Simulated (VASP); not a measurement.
NaSiO3:

```
Na Si O
1.0
     3.56125    0.00000    0.00000
     0.00000    3.56125    0.00000
     0.00000    0.00000    3.56125
Na Si O
1 1 3
Cartesian
  0.0000 0.0000 0.0000
  1.7806 1.7806 1.7806
  1.7806 1.7806 0.0000
  1.7806 0.0000 1.7806
  0.0000 1.7806 1.7806
```

Base run:

```yaml
Program: VASP 6.6.1
Functional: LDA
Potentials_or_basis: VASP PAW LDA potentials, release 64 (Na_pv, Si, O)
Cutoff: 600 eV
k_mesh: 6 × 6 × 6
Occupations: fermi-dirac, width 0.1 eV
Spin: no spin polarisation
```

Its results: band gap on the k mesh zero (an odd number of electrons rules out a gap without spin polarisation); pressure -11.3 GPa.

Task: The run is repeated on the same cell with these changes: k mesh from 6 × 6 × 6 to 4 × 4 × 4. What comes out?

Result: Band gap on the k mesh zero (an odd number of electrons rules out a gap without spin polarisation); pressure -10.7 GPa.

Caveats: some runs use coarse meshes; an odd number of electrons without spin polarisation forces a metal; a magnetic or distorted state may lie lower; the cell stands under tension (at least some runs).
